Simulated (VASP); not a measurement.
Write the native input for VASP 6.6.1 that does the following.

| Property | Result |
| --- | --- |
| Task | single point |
| Functional | PBE |
| Potentials or basis | VASP PAW PBE potentials, release 64 (Mo_sv) |
| Cutoff | 520 eV |
| k mesh | 9 × 9 × 12 |
| Occupations | fermi-dirac, width 0.05 eV |
| Spin | no spin polarisation |
| Dipole correction | no |
| Further INCAR settings | ALGO = Normal; EDIFF = 1e-06; NBANDS = 28 |

The structure of Mo lies in POSCAR:

```
Mo
1.0
    4.4897373283      0.0000000000      0.0000000000
   -2.2448686641      3.8882265826      0.0000000000
    0.0000000000      0.0000000000      2.4937519791
Mo
3
Direct
    0.0000000000      0.0000000000      0.0000000000
    0.3333333333      0.6666666667      0.5000000000
    0.6666666667      0.3333333333      0.5000000000
```

One way to write it, as run:

INCAR

```
  PREC = Accurate
  ENCUT = 520
  EDIFF = 1E-6
  ISMEAR = -1
  SIGMA = 0.05
  LREAL = F
  LASPH = T
  NELM = 80
  ALGO = Normal
  ISIF = 2
  LWAVE = F
  LCHARG = F
  GGA = PE
  NBANDS = 28
```

KPOINTS

```
regular mesh
0
Gamma
  9 9 12
```

Potentials or basis: VASP PAW PBE potentials, release 64 (Mo_sv).

Launch:

```sh
$ cat potpaw_PBE.64/Mo_sv/POTCAR > POTCAR
$ mpirun -np 1 vasp_std > vasp.out
```

Results of the run:

```
Pressure               : 31.8 GPa
Band gap on the k mesh : zero (band 21 reaches 14.40 eV, above the bottom of band 22 at 12.99 eV)
```

Run time: 44 s on 1 thread of Intel(R) Xeon(R) Platinum 8488C (Sapphire Rapids), on a shared host, peak memory 0.21 GiB.
